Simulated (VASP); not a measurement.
# SiC (gw) (Imm2) in VASP: single point with PBEsol

Aim: the single point of SiC (gw) with PBEsol.

All numbers are computed with VASP 6.6.1; they aren't measurements. Logs are shortened: lines on timing, memory, paths and dates and some standing lists are left out, and cuts for length are marked.

## 1. The cell of the first run

It takes space group Imm2 (No. 44, orthorhombic). Conventional cell: a = 3.050 Å, b = 3.091 Å, c = 4.313 Å, α = 90.00°, β = 90.00°, γ = 90.00°. Within 2.5 Å of Si (site symmetry mm2) lie 4 C at 1.87 to 1.88 Å. C (site symmetry mm2) has 4 Si at 1.87 to 1.88 Å within 2.5 Å.

## 2. Single point, PBEsol

File INCAR:

```
PREC     = Accurate       # precision mode
ENCUT    = 600            # plane-wave cutoff, eV
EDIFF    = 1E-6           # SCF threshold, eV
ISMEAR   = 0              # smearing method
SIGMA    = 0.01           # smearing width, eV
LREAL    = F              # projectors in reciprocal space
LASPH    = T              # aspherical terms in the spheres
NELM     = 120            # most SCF steps
ALGO     = Normal         # electronic algorithm
ISIF     = 2              # what is computed and relaxed
LWAVE    = F              # write WAVECAR
LCHARG   = F              # write CHGCAR
GGA      = PS             # functional
NBANDS   = 11             # bands
GGA_COMPAT= F
```

File KPOINTS:

```
Automatic mesh
0
Gamma
  6 6 6
```

File POSCAR:

```
SiC
1.0
    0.0145186021      2.1711916640      2.1566730619
    2.1711916640      0.0145186021      2.1566730619
    2.1857102662      2.1857102662      0.0000000001
Si C
1 1
Direct
    0.0007393882      0.0007393882     -0.0007393882
    0.2492606118      0.2492606118      0.2507393882
```

Potentials or basis: VASP PAW PBE potentials, release 64 (Si, C).

Run with:

```
cat potpaw_PBE.64/Si/POTCAR potpaw_PBE.64/C/POTCAR > POTCAR
mpirun -np 1 vasp_std > vasp.out
```

OUTCAR:

```text
PREC = Accurate
   ENCUT = 600
   EDIFF = 1E-6
   ISMEAR = 0
   LREAL = F
   LASPH = T
   NELM = 120
   ISIF = 2
   GGA = PS

 ion  position               nearest neighbor table
   1  0.001  0.001  0.999-   2 1.87   2 1.87   2 1.88   2 1.88
   2  0.249  0.249  0.251-   1 1.87   1 1.87   1 1.88   1 1.88

  LATTYP: Found a body centered orthorhombic cell.
 ALAT       =     3.0499962937
 B/A-ratio  =     1.0134638879
 C/A-ratio  =     1.4142135623

  Lattice vectors:

 A1 = (   2.1711916641,   0.0145186022,  -2.1566730618)
 A2 = (  -2.1711916640,  -0.0145186021,  -2.1566730619)
 A3 = (   0.0145186021,   2.1711916640,   2.1566730619)

Analysis of symmetry for initial positions (statically):
=====================================================================
 Subroutine PRICEL returns:
 Original cell was already a primitive cell.

 Routine SETGRP: Setting up the symmetry group for a
 body centered orthorhombic supercell.

 Subroutine GETGRP returns: Found  4 space group operations
 (whereof  4 operations were pure point group operations)
 out of a pool of  8 trial point group operations.

The static configuration has the point symmetry C_2v.

Analysis of symmetry for dynamics (positions and initial velocities):
=====================================================================
 Subroutine PRICEL returns:
 Original cell was already a primitive cell.

 Routine SETGRP: Setting up the symmetry group for a
 body centered orthorhombic supercell.

 Subroutine GETGRP returns: Found  4 space group operations
 (whereof  4 operations were pure point group operations)
 out of a pool of  8 trial point group operations.

The dynamic configuration has the point symmetry C_2v.

 Subroutine INISYM returns: Found  4 space group operations
 (whereof  4 operations are pure point group operations),
 and found     1 'primitive' translations

----------------------------------------------------------------------------------------

                                     Primitive cell

  volume of cell :      20.3325

  direct lattice vectors                    reciprocal lattice vectors
     0.014518602  2.171191664  2.156673062    -0.231838571  0.231838571  0.231838571
     2.171191664  0.014518602  2.156673062     0.231838571 -0.231838571  0.231838571
     2.185710266  2.185710266  0.000000000     0.228758591  0.228758591 -0.231838571

  length of vectors
     3.060314155  3.060314155  3.091061102     0.401556183  0.401556183  0.398007674

  position of ions in fractional coordinates (direct lattice)
     0.000739388  0.000739388  0.999260612
     0.249260612  0.249260612  0.250739388

  ion indices of the primitive-cell ions
   primitive index   ion index
                 1           1
                 2           2

----------------------------------------------------------------------------------------

 KPOINTS: Automatic mesh

Automatic generation of k-mesh.
 Grid dimensions read from file:
 generate k-points for:    6    6    6

 Generating k-lattice:

  Cartesian coordinates                     Fractional coordinates (reciprocal lattice)
    -0.038639762  0.038639762  0.038639762     0.166666667  0.000000000  0.000000000
     0.038639762 -0.038639762  0.038639762     0.000000000  0.166666667  0.000000000
     0.038126432  0.038126432 -0.038639762     0.000000000  0.000000000  0.166666667

  Length of vectors
     0.066926031  0.066926031  0.066334612

  Shift w.r.t. Gamma in fractional coordinates (k-lattice)
     0.000000000  0.000000000  0.000000000

 Subroutine IBZKPT returns following result:
 ===========================================

 Found     46 irreducible k-points:

 Following reciprocal coordinates:
            Coordinates               Weight
  0.000000  0.000000  0.000000      1.000000
  0.166667  0.000000  0.000000      4.000000
  0.333333  0.000000  0.000000      4.000000
  0.500000  0.000000 -0.000000      2.000000
  0.166667  0.166667 -0.000000      2.000000
  0.333333  0.166667 -0.000000      4.000000
[... 16 lines left out ...]
 -0.166667  0.333333  0.166667      4.000000
  0.500000  0.500000  0.166667      4.000000
 [... further k-points ...]
   k-points           NKPTS =     46   k-points in BZ     NKDIM =     46   number of bands    NBANDS=     11
   number of dos      NEDOS =    301   number of ions     NIONS =      2
   total plane-waves  NPLWV =  16128
   dimension x,y,z NGX =    24 NGY =   24 NGZ =   28
   dimension x,y,z NGXF=    48 NGYF=   48 NGZF=   56
   ions per type =               1   1
   NGX,Y,Z   is equivalent  to a cutoff of  13.04, 13.04, 15.06 a.u.
   NGXF,Y,Z  is equivalent  to a cutoff of  26.08, 26.08, 30.12 a.u.
 SYSTEM =  unknown system
   PREC   = accura    normal or accurate (medium, high low for compatibility)
   ISTART =      0    job   : 0-new  1-cont  2-samecut
   ICHARG =      2    charge: 1-file 2-atom 10-const
   ISPIN  =      1    spin polarized calculation?
   LNONCOLLINEAR =      F non collinear calculations
   LSORBIT =      F    spin-orbit coupling
   LASPH  =      T    aspherical Exc in radial PAW
   ENCUT  =  600.0 eV  44.10 Ry    6.64 a.u.   6.11  6.11  6.17*2*pi/ulx,y,z
   NELM   =    120;   NELMIN=  2; NELMDL= -5     # of ELM steps
   EDIFF  = 0.1E-05   stopping-criterion for ELM
   LREAL  =      F    real-space projection
[... 7 lines left out ...]
   TEBEG  =    0.0;   TEEND  =   0.0 temperature during run
   PSTRESS=    0.0 pullay stress
   NELECT =       8.0000    total number of electrons
   NUPDOWN=      -1.0000    fix difference up-down
   EMIN   =  10.00;   EMAX   =-10.00  energy-range for DOS
   EFERMI =   0.00;   METHOD = LEGACY
   ISMEAR =     0;   SIGMA  =   0.01  broadening in eV -4-tet -1-fermi 0-gaus
   EFERMI_NEDOS =   21; number of points for ismear=-14 and -15
   IALGO  =     38    algorithm
   IMIX   =      4    mixing-type and parameters
     AMIX     =   0.40;   BMIX     =  1.00
     AMIX_MAG =   1.60;   BMIX_MAG =  1.00
  volume/ion in A,a.u.               =      10.17        68.61
  Fermi-wavevector in a.u.,A,eV,Ry     =   1.199613  2.266939 19.579748  1.439071
  Thomas-Fermi vector in A             =   2.335471
   LORBIT       =      0    0 simple, 1 ext, 2 COOP (PROOUT), +10 PAW based schemes
   GGA     = PS    functional components
   LHFCALC =     F    Hartree Fock is set to
   AEXX    =    0.0000 exact exchange contribution
   IVDW    =     0    specifies the selected vdW correction
   LEPSILON=     F    determine dielectric tensor
   LRPA    =     F    only Hartree local field effects (RPA)
 non-spin polarized calculation
 Gauss-broadening in eV      SIGMA  =   0.01
  energy-cutoff  :      600.00
  volume of cell :       20.33
 maximum number of plane-waves:       692
   NGX = 13   NGY = 13   NGZ = 13

 number of electron       8.0000000 magnetization

 Free energy of the ion-electron system (eV)
  ---------------------------------------------------
  ext. energy  EPLUGINS =         0.00000000
  ---------------------------------------------------
  free energy    TOTEN  =       -15.89651748 eV

  energy without entropy =      -15.89651748  energy(sigma->0) =      -15.89651748

 E-fermi :   8.4273     XC(G=0): -11.5789

 val. band max:        8.3181596231   @ k =   0.0000   0.0000   0.0000
 cond. band min:       9.4225879838   @ k =   0.5000   0.5000   0.0000
 fundamental gap:      1.1044283607
 Fermi energy:         8.4273137527

 k-point     1 :       0.0000    0.0000    0.0000
  band No.  band energies     occupation
      1      -7.3045      2.00000
      2       8.1785      2.00000
      3       8.2909      2.00000
      4       8.3182      2.00000
      5      14.6056      0.00000
      6      15.4830      0.00000
      7      15.6551      0.00000
      8      15.7704      0.00000
      9      22.7150      0.00000
     10      22.9147      0.00000
     11      24.7905      0.00000

 k-point     2 :       0.1667    0.0000    0.0000
  band No.  band energies     occupation
      1      -6.7496      2.00000
      2       5.9282      2.00000
      3       7.8346      2.00000
      4       7.9598      2.00000
      5      14.5978      0.00000
      6      16.0178      0.00000
      7      16.1928      0.00000
      8      16.8309      0.00000
      9      21.0792      0.00000
     10      21.2998      0.00000
     11      23.8309      0.00000

 k-point     3 :       0.3333    0.0000    0.0000
  band No.  band energies     occupation
      1      -5.1717      2.00000
      2       2.0474      2.00000
      3       7.3048      2.00000
      4       7.4335      2.00000
      5      13.9349      0.00000
      6      15.7601      0.00000
      7      15.9596      0.00000
      8      18.2086      0.00000
      9      22.4732      0.00000
     10      22.6776      0.00000
     11      23.5123      0.00000

 k-point     4 :       0.5000    0.0000   -0.0000
  band No.  band energies     occupation
      1      -3.5841      2.00000
      2      -0.4143      2.00000
      3       7.0917      2.00000
      4       7.2212      2.00000
      5      13.6815      0.00000
      6      15.3018      0.00000
      7      15.5156      0.00000
      8      18.2418      0.00000
      9      24.5052      0.00000
     10      25.5197      0.00000
     11      25.7132      0.00000
[... 239 lines left out ...]
 k-point    22 :      -0.3333    0.3333    0.1667
  band No.  band energies     occupation
      1      -2.4828      2.00000
      2       0.8037      2.00000
      3       3.4360      2.00000
      4       5.0341      2.00000
      5      13.2187      0.00000
      6      16.0121      0.00000
      7      18.7325      0.00000
      8      19.5878      0.00000
      9      21.3326      0.00000
     10      24.8068      0.00000
     11      29.6062      0.00000

 k-point    23 :      -0.1667    0.3333    0.1667
  band No.  band energies     occupation
      1      -3.8521      2.00000
      2       2.2669      2.00000
      3       4.1291      2.00000
      4       5.7316      2.00000
      5      13.0243      0.00000
      6      15.9955      0.00000
      7      16.6768      0.00000
      8      19.9613      0.00000
      9      21.7439      0.00000
     10      25.1842      0.00000
     11      29.1141      0.00000

 k-point    24 :       0.5000    0.5000    0.1667
  band No.  band energies     occupation
      1      -2.8534      2.00000
      2       1.3607      2.00000
      3       3.7493      2.00000
      4       5.5014      2.00000
      5      10.9112      0.00000
      6      14.2587      0.00000
      7      20.5127      0.00000
      8      20.5528      0.00000
      9      22.6614      0.00000
     10      26.4631      0.00000
     11      30.0980      0.00000

 [... further k-points ...]
[... 5 lines left out ...]
  --------------------------------------------------------------------------------------
  -------------------------------------------------------------------------------------
  Total        0.4533655      0.4533655      0.6587999     -0.4224302     -0.0000000     -0.0000000
  in kB       35.7246344     35.7246344     51.9126164    -33.2869721     -0.0000000     -0.0000000
  external PRESSURE =      41.1206284 kB  Pullay stress =       0.0000000 kB

 VOLUME and BASIS-vectors are now :
 -----------------------------------------------------------------------------
  energy-cutoff  :      600.00
  volume of cell :       20.33
      direct lattice vectors                 reciprocal lattice vectors
     0.014518602  2.171191664  2.156673062    -0.231838571  0.231838571  0.231838571
     2.171191664  0.014518602  2.156673062     0.231838571 -0.231838571  0.231838571
     2.185710266  2.185710266  0.000000000     0.228758591  0.228758591 -0.231838571

 POSITION                                       TOTAL-FORCE (eV/Angst)
 -----------------------------------------------------------------------------------
      2.18571      2.18571      0.00319         0.000000      0.000000     -0.000824
      1.09286      1.09286      1.07515        -0.000000     -0.000000      0.000824
 -----------------------------------------------------------------------------------
    total drift:                               -0.000000     -0.000000     -0.000023

  FREE ENERGIE OF THE ION-ELECTRON SYSTEM (eV)
  ---------------------------------------------------
  free  energy   TOTEN  =       -15.8965174841 eV

  energy  without entropy=      -15.8965174841  energy(sigma->0) =      -15.89651748
```

Wall time 5.9 s (1 thread of Intel Xeon Platinum 8375C at 2.90GHz (Ice Lake), shared host); peak memory 0.14 GiB.

What came out:

```
Free energy            : -15.8965 eV
Pressure               : 4.1 GPa
Band gap on the k mesh : 1.10 eV, indirect (least direct gap 4.33 eV)
```

Stress tensor (GPa, compression positive):
```
 3.57 -3.33  0.00
-3.33  3.57  0.00
 0.00  0.00  5.19
```

Levels at points of the mesh, in eV from the valence-band top:
```csv
k point,band 1,band 2,band 3,band 4,band 5,band 6,band 7,band 8,band 9
"(0.00, 0.00, 0.00)",-15.62,-0.14,-0.03,0.00,6.29,7.16,7.34,7.45,14.40
"(0.50, 0.00, 0.00)",-11.90,-8.73,-1.23,-1.10,5.36,6.98,7.20,9.92,16.19
"(0.50, 0.50, 0.00)",-10.43,-7.89,-3.47,-3.23,1.10,4.13,14.06,14.10,14.93
"(0.00, 0.00, 0.50)",-12.00,-8.78,-1.09,-1.06,5.57,7.21,7.21,9.98,16.11
"(0.50, 0.00, 0.50)",-10.49,-7.98,-3.28,-3.27,1.18,4.24,13.96,14.21,14.86
```

Caveat: the k points lie up to 0.42 Å⁻¹ apart; the PAW data sets were made with another functional, which shifts forces and pressure a little.
